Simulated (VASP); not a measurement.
# Nb (Im-3m) in VASP: density of states with PBE

Aim: the density of states of Nb with PBE.

Program: VASP 6.6.1. These are calculated values, not measurements. Logs are shortened: lines on timing, memory, paths and dates and some standing lists are left out, and cuts for length are marked.

## Step 1: The cell of the first run

Symmetry: Im-3m, No. 229, cubic system. The conventional cell has a = 3.310 Å, b = 3.310 Å, c = 3.310 Å, α = 90.00°, β = 90.00°, γ = 90.00°. Nb (site symmetry m-3m) has 14 Nb at 2.87 to 3.31 Å within 3.8 Å.

## Step 2: Density of states, PBE

The input, POSCAR:

```
Nb
1.0
   -1.6549073403      1.6549073403      1.6549073403
    1.6549073403     -1.6549073403      1.6549073403
    1.6549073403      1.6549073403     -1.6549073403
Nb
1
Direct
    0.0000000000      0.0000000000      0.0000000000
```

The input, INCAR.step1:

```
SYSTEM = Nb
PREC = Accurate
ENCUT = 520
EDIFF = 1E-6
ISMEAR = 0
SIGMA = 0.1
LREAL = .False.
LASPH = .True.
NELM = 60
ALGO = Normal
ISIF = 2
LWAVE = .False.
LCHARG = .True.
LMAXMIX = 4
GGA = PE
NBANDS = 12
```

The input, KPOINTS.step1:

```
Automatic mesh
0
Gamma
  24 24 24
  0 0 0
```

The input, INCAR.step2:

```
SYSTEM = Nb
PREC = Accurate
ENCUT = 520
EDIFF = 1E-6
ISMEAR = -5
SIGMA = 0.1
LREAL = .False.
LASPH = .True.
NELM = 60
ALGO = Normal
ISIF = 2
LWAVE = .False.
LCHARG = .False.
LMAXMIX = 4
GGA = PE
LORBIT = 11
NBANDS = 12
NEDOS = 2001
ICHARG = 11
```

The input, KPOINTS.step2:

```
Automatic mesh
0
Gamma
  36 36 36
  0 0 0
```

Potentials or basis: VASP PAW PBE potentials, release 64 (Nb_sv).

On the command line:

```bash
cat potpaw_PBE.64/Nb_sv/POTCAR > POTCAR
cp INCAR.step1 INCAR
cp KPOINTS.step1 KPOINTS
mpirun -np 1 vasp_std > vasp.out
cp INCAR.step2 INCAR
cp KPOINTS.step2 KPOINTS
mpirun -np 1 vasp_std > vasp.out
```

OUTCAR:

```text
SYSTEM = Nb
   PREC = Accurate
   ENCUT = 520
   EDIFF = 1E-6
   ISMEAR = -5
   LREAL = .False.
   LASPH = .True.
   NELM = 60
   ISIF = 2
   GGA = PE
   LORBIT = 11
   ICHARG = 11

 ion  position               nearest neighbor table
   1  0.000  0.000  0.000-

  LATTYP: Found a body centered cubic cell.
 ALAT       =     3.3098146806

  Lattice vectors:

 A1 = (  -1.6549073403,   1.6549073403,   1.6549073403)
 A2 = (   1.6549073403,  -1.6549073403,   1.6549073403)
 A3 = (   1.6549073403,   1.6549073403,  -1.6549073403)

Analysis of symmetry for initial positions (statically):
=====================================================================
 Subroutine PRICEL returns:
 Original cell was already a primitive cell.

 Routine SETGRP: Setting up the symmetry group for a
 body centered cubic supercell.

 Subroutine GETGRP returns: Found 48 space group operations
[... 9 lines left out ...]

 Routine SETGRP: Setting up the symmetry group for a
 body centered cubic supercell.

 Subroutine GETGRP returns: Found 48 space group operations
[... 11 lines left out ...]
                                     Primitive cell

  volume of cell :      18.1293

  direct lattice vectors                    reciprocal lattice vectors
    -1.654907340  1.654907340  1.654907340     0.000000000  0.302131719  0.302131719
     1.654907340 -1.654907340  1.654907340     0.302131719  0.000000000  0.302131719
     1.654907340  1.654907340 -1.654907340     0.302131719  0.302131719  0.000000000

  length of vectors
     2.866383595  2.866383595  2.866383595     0.427278775  0.427278775  0.427278775

  position of ions in fractional coordinates (direct lattice)
     0.000000000  0.000000000  0.000000000

  ion indices of the primitive-cell ions
   primitive index   ion index
                 1           1

----------------------------------------------------------------------------------------

 KPOINTS: Automatic mesh

Automatic generation of k-mesh.
 Grid dimensions read from file:
 generate k-points for:   36   36   36

 Generating k-lattice:

  Cartesian coordinates                     Fractional coordinates (reciprocal lattice)
     0.000000000  0.008392548  0.008392548     0.027777778  0.000000000  0.000000000
     0.008392548  0.000000000  0.008392548     0.000000000  0.027777778  0.000000000
     0.008392548  0.008392548  0.000000000     0.000000000  0.000000000  0.027777778

  Length of vectors
     0.011868855  0.011868855  0.011868855

  Shift w.r.t. Gamma in fractional coordinates (k-lattice)
     0.000000000  0.000000000  0.000000000

 TETIRR: Found  56660 inequivalent tetrahedra from   279936

 Subroutine IBZKPT returns following result:
 ===========================================

 Found   1240 irreducible k-points:

 Following reciprocal coordinates:
            Coordinates               Weight
  0.000000  0.000000  0.000000      1.000000
  0.027778  0.000000  0.000000     12.000000
  0.055556  0.000000  0.000000     12.000000
  0.083333  0.000000  0.000000     12.000000
  0.111111  0.000000  0.000000     12.000000
  0.138889  0.000000  0.000000     12.000000
[... 16 lines left out ...]
  0.111111  0.027778 -0.000000     48.000000
  0.138889  0.027778 -0.000000     48.000000
 [... further k-points ...]
   k-points           NKPTS =   1240   k-points in BZ     NKDIM =   1240   number of bands    NBANDS=     12
   number of dos      NEDOS =   2001   number of ions     NIONS =      1
   total plane-waves  NPLWV =  13824
   dimension x,y,z NGX =    24 NGY =   24 NGZ =   24
   dimension x,y,z NGXF=    48 NGYF=   48 NGZF=   48
   ions per type =               1
   NGX,Y,Z   is equivalent  to a cutoff of  13.92, 13.92, 13.92 a.u.
   NGXF,Y,Z  is equivalent  to a cutoff of  27.84, 27.84, 27.84 a.u.
 SYSTEM =  Nb
   PREC   = accura    normal or accurate (medium, high low for compatibility)
   ISTART =      0    job   : 0-new  1-cont  2-samecut
   ICHARG =     11    charge: 1-file 2-atom 10-const
   ISPIN  =      1    spin polarized calculation?
   LNONCOLLINEAR =      F non collinear calculations
   LSORBIT =      F    spin-orbit coupling
   LASPH  =      T    aspherical Exc in radial PAW
   ENCUT  =  520.0 eV  38.22 Ry    6.18 a.u.   5.33  5.33  5.33*2*pi/ulx,y,z
   NELM   =     60;   NELMIN=  2; NELMDL=  0     # of ELM steps
   EDIFF  = 0.1E-05   stopping-criterion for ELM
   LREAL  =      F    real-space projection
   EDIFFG = 0.1E-04   stopping-criterion for IOM
   NSW    =      0    number of steps for IOM
   IBRION =     -1    ionic relax: 0-MD 1-quasi-New 2-CG
   NFREE  =      0    steps in history (QN), initial steepest desc. (CG)
   ISIF   =      2    stress and relaxation
   ISYM   =      2    0-nonsym 1-usesym 2-fastsym
   POTIM  = 0.5000    time-step for ionic-motion
   TEBEG  =    0.0;   TEEND  =   0.0 temperature during run
   PSTRESS=    0.0 pullay stress
   NELECT =      13.0000    total number of electrons
   NUPDOWN=      -1.0000    fix difference up-down
   EMIN   =  10.00;   EMAX   =-10.00  energy-range for DOS
   EFERMI =   0.00;   METHOD = LEGACY
   ISMEAR =    -5;   SIGMA  =   0.10  broadening in eV -4-tet -1-fermi 0-gaus
   EFERMI_NEDOS =   21; number of points for ismear=-14 and -15
   IALGO  =     38    algorithm
   IMIX   =      4    mixing-type and parameters
     AMIX     =   0.40;   BMIX     =  1.00
     AMIX_MAG =   1.60;   BMIX_MAG =  1.00
  volume/ion in A,a.u.               =      18.13       122.34
  Fermi-wavevector in a.u.,A,eV,Ry     =   1.465308  2.769031 29.213446  2.147128
  Thomas-Fermi vector in A             =   2.581180
   LORBIT       =     11    0 simple, 1 ext, 2 COOP (PROOUT), +10 PAW based schemes
   GGA     = PE    functional components
   LHFCALC =     F    Hartree Fock is set to
   AEXX    =    0.0000 exact exchange contribution
   IVDW    =     0    specifies the selected vdW correction
   LEPSILON=     F    determine dielectric tensor
   LRPA    =     F    only Hartree local field effects (RPA)
 non-spin polarized calculation
 Fermi weights with tetrahedron method with Bloechl corrections
  energy-cutoff  :      520.00
  volume of cell :       18.13
 maximum number of plane-waves:       500
 NGX is ok and might be reduce to    24

 number of electron      13.0000000 magnetization

 Free energy of the ion-electron system (eV)
  ---------------------------------------------------
  ext. energy  EPLUGINS =         0.00000000
  ---------------------------------------------------
  free energy    TOTEN  =       -10.21643079 eV

  energy without entropy =      -10.21643079  energy(sigma->0) =      -10.21643079

 E-fermi :  11.0784     XC(G=0): -12.4664

 val. band max:       11.0941786120   @ k =  -0.1944   0.1944   0.1111
 cond. band min:      11.0809172561   @ k =  -0.1111   0.1944   0.0278
 fundamental gap:     -0.0132613559
 Fermi energy:        11.0783540200

 k-point     1 :       0.0000    0.0000    0.0000
  band No.  band energies     occupation
      1     -43.2868      2.00000
      2     -18.5979      2.00000
      3     -18.5979      2.00000
      4     -18.5979      2.00000
      5       5.1549      2.00000
      6      11.4576      0.00000
      7      11.4576      0.00000
      8      11.4576      0.00000
      9      14.3456      0.00000
     10      14.3456      0.00000
     11      25.2904      0.00000
     12      25.2904      0.00000

 k-point     2 :       0.0278    0.0000    0.0000
  band No.  band energies     occupation
      1     -43.2851      2.00000
      2     -18.6088      2.00000
      3     -18.6012      2.00000
      4     -18.5980      2.00000
      5       5.1868      2.00000
      6      11.4376      0.00000
      7      11.4534      0.00000
      8      11.4878      0.00000
      9      14.3130      0.00000
     10      14.3454      0.00000
     11      25.3214      0.00000
     12      25.3462      0.00000

 k-point     3 :       0.0556    0.0000    0.0000
  band No.  band energies     occupation
      1     -43.2798      2.00000
      2     -18.6412      2.00000
      3     -18.6110      2.00000
      4     -18.5983      2.00000
      5       5.2819      2.00000
      6      11.3790      0.00000
      7      11.4396      0.00000
      8      11.5785      0.00000
      9      14.2228      0.00000
     10      14.3455      0.00000
     11      25.3970      0.00000
     12      25.5164      0.00000

 k-point     4 :       0.0833    0.0000    0.0000
  band No.  band energies     occupation
      1     -43.2712      2.00000
      2     -18.6937      2.00000
      3     -18.6271      2.00000
      4     -18.5987      2.00000
      5       5.4371      2.00000
      6      11.2854      0.00000
      7      11.4115      0.00000
      8      11.7287      0.00000
      9      14.0956      0.00000
     10      14.3472      0.00000
     11      25.5142      0.00000
     12      25.7923      0.00000

 k-point     5 :       0.1111    0.0000    0.0000
  band No.  band energies     occupation
      1     -43.2595      2.00000
      2     -18.7645      2.00000
      3     -18.6487      2.00000
      4     -18.5993      2.00000
      5       5.6468      2.00000
      6      11.1621     -0.04106
      7      11.3633      0.00000
      8      11.9370      0.00000
      9      13.9596      0.00000
     10      14.3521      0.00000
     11      25.6538      0.00000
     12      26.1512      0.00000

 k-point     6 :       0.1389    0.0000    0.0000
  band No.  band energies     occupation
      1     -43.2450      2.00000
      2     -18.8509      2.00000
      3     -18.6753      2.00000
      4     -18.6000      2.00000
      5       5.9030      2.00000
      6      11.0155      1.91076
      7      11.2909      0.00000
      8      12.2014      0.00000
      9      13.8431      0.00000
     10      14.3625      0.00000
     11      25.7844      0.00000
     12      26.6565      0.00000

 k-point     7 :       0.1667    0.0000    0.0000
  band No.  band energies     occupation
      1     -43.2281      2.00000
      2     -18.9498      2.00000
      3     -18.7059      2.00000
      4     -18.6008      2.00000
      5       6.1942      2.00000
      6      10.8525      2.00175
      7      11.1973     -0.03563
      8      12.5192      0.00000
      9      13.7676      0.00000
     10      14.3805      0.00000
     11      25.8637      0.00000
     12      27.0983      0.00000

 k-point     8 :       0.1944    0.0000    0.0000
  band No.  band energies     occupation
      1     -43.2094      2.00000
      2     -19.0580      2.00000
      3     -18.7395      2.00000
      4     -18.6018      2.00000
      5       6.5045      2.00000
      6      10.6799      2.00000
      7      11.0969      0.73806
      8      12.8870      0.00000
      9      13.7430      0.00000
     10      14.4080      0.00000
     11      25.8442      0.00000
     12      27.2532      0.00000
[... 166 lines left out ...]
 k-point    20 :       0.0278    0.0278    0.0000
  band No.  band energies     occupation
      1     -43.2816      2.00000
      2     -18.6311      2.00000
      3     -18.6047      2.00000
      4     -18.6007      2.00000
      5       5.2504      2.00000
      6      11.4100      0.00000
      7      11.4289      0.00000
      8      11.5522      0.00000
      9      14.2503      0.00000
     10      14.3466      0.00000
     11      25.3697      0.00000
     12      25.4826      0.00000

 k-point    21 :       0.0556    0.0278    0.0000
  band No.  band energies     occupation
      1     -43.2746      2.00000
      2     -18.6738      2.00000
      3     -18.6163      2.00000
      4     -18.6021      2.00000
      5       5.3756      2.00000
      6      11.3374      0.00000
      7      11.4015      0.00000
      8      11.6758      0.00000
      9      14.1384      0.00000
     10      14.3508      0.00000
     11      25.4745      0.00000
     12      25.6921      0.00000

 k-point    22 :       0.0833    0.0278   -0.0000
  band No.  band energies     occupation
      1     -43.2644      2.00000
      2     -18.7352      2.00000
      3     -18.6351      2.00000
      4     -18.6028      2.00000
      5       5.5582      2.00000
      6      11.2282     -0.02112
      7      11.3626      0.00000
      8      11.8570      0.00000
      9      14.0025      0.00000
     10      14.3586      0.00000
     11      25.6026      0.00000
     12      26.0046      0.00000

 k-point    23 :       0.1111    0.0278   -0.0000
  band No.  band energies     occupation
      1     -43.2513      2.00000
      2     -18.8134      2.00000
      3     -18.6595      2.00000
      4     -18.6035      2.00000
      5       5.7917      2.00000
      6      11.0919      0.72947
      7      11.3025     -0.00118
      8      12.0949      0.00000
      9      13.8715      0.00000
     10      14.3713      0.00000
     11      25.7507      0.00000
     12      26.4416      0.00000

 k-point    24 :       0.1389    0.0278   -0.0000
  band No.  band energies     occupation
      1     -43.2356      2.00000
      2     -18.9056      2.00000
      3     -18.6885      2.00000
      4     -18.6043      2.00000
      5       6.0665      2.00000
      6      10.9359      2.07060
      7      11.2190     -0.04303
      8      12.3876      0.00000
      9      13.7715      0.00000
     10      14.3905      0.00000
     11      25.8674      0.00000
     12      26.8797      0.00000

 [... further k-points ...]

------------------------ aborting loop because EDIFF is reached ----------------------------------------

  FORCE on cell =-STRESS in cart. coord.  units (eV):
  Direction    XX          YY          ZZ          XY          YZ          ZX
  --------------------------------------------------------------------------------------
  -------------------------------------------------------------------------------------
  Total       -0.0567388     -0.0567388     -0.0567388      0.0000000      0.0000000      0.0000000
  in kB       -5.0142942     -5.0142942     -5.0142942      0.0000000      0.0000000      0.0000000
  external PRESSURE =      -5.0142942 kB  Pullay stress =       0.0000000 kB

 VOLUME and BASIS-vectors are now :
 -----------------------------------------------------------------------------
  energy-cutoff  :      520.00
  volume of cell :       18.13
      direct lattice vectors                 reciprocal lattice vectors
    -1.654907340  1.654907340  1.654907340     0.000000000  0.302131719  0.302131719
     1.654907340 -1.654907340  1.654907340     0.302131719  0.000000000  0.302131719
     1.654907340  1.654907340 -1.654907340     0.302131719  0.302131719  0.000000000

 POSITION                                       TOTAL-FORCE (eV/Angst)
 -----------------------------------------------------------------------------------
      0.00000      0.00000      0.00000         0.000000      0.000000      0.000000
 -----------------------------------------------------------------------------------
    total drift:                                0.000000      0.000000      0.000000

  FREE ENERGIE OF THE ION-ELECTRON SYSTEM (eV)
  ---------------------------------------------------
  free  energy   TOTEN  =       -10.2164307896 eV

  energy  without entropy=      -10.2164307896  energy(sigma->0) =      -10.21643079

 total charge

# of ion       s       p       d       tot
------------------------------------------
    1        2.221   5.997   2.497  10.715
```

It took 6.1 min on 1 thread of AMD EPYC 7R13, shared host; peak memory 0.44 GiB.

What came out:

```
Valence electrons inside the program's atomic spheres : Nb 10.71
```

Caveat: tetrahedron occupations give inexact forces and stress in metals.
